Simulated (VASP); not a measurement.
SiMo3:

```
Si Mo
1.0
     4.15890    0.00000    0.00000
     0.00000    4.15890    0.00000
     0.00000    0.00000    4.15890
Si Mo
1 3
Direct
  0.50000 0.50000 0.50000
  0.50000 0.00000 0.00000
  0.00000 0.50000 0.00000
  0.00000 0.00000 0.50000
```

```yaml
Program: VASP 6.6.1
Task: relaxation of cell and atoms
Functional: PBE
Potentials_or_basis: VASP PAW PBE potentials, release 64 (Si, Mo_sv)
Cutoff: 500 eV
k_mesh: 5 × 5 × 5
Occupations: gaussian, width 0.2 eV
Spin: no spin polarisation
```

At the start: pressure -28.4 GPa; volume 17.98 Å³/atom.

Task: How do energy, volume and symmetry change on relaxing?

Result: Over 5 steps the energy falls by 308.7 meV/atom and the volume is 15.02 Å³/atom (-16.5 %); space group Pm-3m (No. 221, to 0.05 Å).

Step by step:
```tsv
step	energy change (eV)	largest force (eV/Å)	pressure (GPa)	volume (Å³)
1	0.0000	0.0000	-28.41	71.93
2	4.5253	0.0000	146.60	43.58
3	-1.2183	0.0000	-4.38	61.28
4	-1.2330	0.0000	-1.49	60.49
5	-1.2348	0.0000	0.02	60.10
```

Final structure:
```
Si Mo
1.0
     3.91696    0.00000    0.00000
     0.00000    3.91696    0.00000
     0.00000    0.00000    3.91696
Si Mo
1 3
Direct
  0.50000 0.50000 0.50000
  0.50000 0.00000 0.00000
  0.00000 0.50000 0.00000
  0.00000 0.00000 0.50000
```

Caveat: the volume moved by over 15 % at a fixed basis, so the end points are rough.
